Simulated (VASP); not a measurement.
Here is a VASP 6.6.1 calculation.

Contents of INCAR:

```
SYSTEM = Mg9S7
  ALGO = Normal
  EDIFF = 1E-6
  ENCUT = 520
  GGA = PE
  GGA_COMPAT = .False.
  ISIF = 2
  ISMEAR = -1
  LASPH = .True.
  LCHARG = .True.
  LELF = .True.
  LREAL = .False.
  LVHAR = .True.
  LWAVE = .False.
  NBANDS = 44
  NELECT = 58.0
  NELM = 120
  PREC = Accurate
  SIGMA = 0.05
```

The input KPOINTS:

```
k-points
0
Gamma
  2 2 2
  0 0 0
```

Contents of POSCAR:

```
Mg9S7
1.0
    0.0000000000      5.2033000000      5.2033000000
    5.2033000000      0.0000000000      5.2033000000
    5.2033000000      5.2033000000      0.0000000000
Mg S
9 7
Direct
    0.0000000000      0.0000000000      0.0000000000
    0.2500000000      0.2500000000      0.2500000000
   -0.0198219167     -0.0198219167      0.5198219167
   -0.0198219167      0.5198219167     -0.0198219167
   -0.0198219167      0.5198219167      0.5198219167
    0.5198219167     -0.0198219167     -0.0198219167
    0.5198219167     -0.0198219167      0.5198219167
    0.5198219167      0.5198219167     -0.0198219167
    0.5000000000      0.5000000000      0.5000000000
    0.2500000000      0.2500000000      0.7500000000
    0.2500000000      0.7500000000      0.2500000000
    0.2500000000      0.7500000000      0.7500000000
    0.7500000000      0.2500000000      0.2500000000
    0.7500000000      0.2500000000      0.7500000000
    0.7500000000      0.7500000000      0.2500000000
    0.7500000000      0.7500000000      0.7500000000
```

Potentials or basis: VASP PAW PBE potentials, release 64 (Mg, S).

Launch:

```sh
$ cat potpaw_PBE.64/Mg/POTCAR potpaw_PBE.64/S/POTCAR > POTCAR
$ mpirun -np 1 vasp_std > vasp.out
```

Estimate the largest force.

0.009 eV/Å.

Forces in eV/Å, atoms in the order of the input:
```
Mg   0.000  0.000  0.000
Mg   0.000  0.000  0.000
Mg   0.000  0.000 -0.009
Mg   0.000 -0.009  0.000
Mg   0.009  0.000  0.000
Mg  -0.009  0.000  0.000
Mg   0.000  0.009  0.000
Mg   0.000  0.000  0.009
Mg   0.000  0.000  0.000
S    0.000  0.000  0.000
S    0.000  0.000  0.000
S    0.000  0.000  0.000
S    0.000  0.000  0.000
S    0.000  0.000  0.000
S    0.000  0.000  0.000
S    0.000  0.000  0.000
```

Caveat: the k points lie up to 0.52 Å⁻¹ apart; the cell carries a net charge on a neutralising background, which shifts energy and pressure.
